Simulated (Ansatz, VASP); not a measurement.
Ni: VASP and Ansatz over several settings

```
Ni
1.0
     0.00000    1.77165    1.77165
     1.77165    0.00000    1.77165
     1.77165    1.77165    0.00000
Ni
1
Direct
  0.00000 0.00000 0.00000
```

Single points on this cell with VASP 6.6.1 and Ansatz 0.2.0. Each row is one pair of runs. Alike in all rows: spin: collinear, typed start; smearing: fermi-dirac, width 0.05 eV.

| level | k mesh | VASP's potentials, cutoff | Ansatz's potentials, cutoff | gap on the k mesh at the Fermi level (eV), VASP | gap on the k mesh at the Fermi level (eV), Ansatz | pressure (GPa), VASP | pressure (GPa), Ansatz | net moment per atom (μB), VASP | net moment per atom (μB), Ansatz |
| --- | --- | --- | --- | --- | --- | --- | --- | --- | --- |
| LDA | 13 × 13 × 13 | VASP PAW LDA potentials, release 64 (Ni), 520 eV | Ansatz PAW, 420 eV | none | none | -20.3 | -20.5 | 0.62 | 0.63 |
| PBE0 | 8 × 8 × 8 | VASP PAW PBE potentials, release 64 (Ni), 520 eV | Ansatz PAW, 420 eV | none | none | -7.9 | -8.2 | 0.70 | 0.70 |
| r2SCAN | 13 × 13 × 13 | VASP PAW PBE potentials, release 64 (Ni_sv_GW), 650 eV | Ansatz PAW, 500 eV | none | none | -12.9 | -10.5 | 0.78 | 0.78 |

Pressure (GPa): the two programs differ by at most 2.41; net moment per atom (μB): the two programs differ by at most 0.009.

VASP's potentials hold 10 valence electrons a cell and Ansatz's 18 in some rows, so a difference there can come from the potentials and not from the codes.

A gap of «none» marks a metal or a gap that the smearing closes.

The k mesh is coarse in some rows, so the values compare programs but aren't converged. Noted on Ansatz's runs: the magnetic or orbital state may not be the lowest.
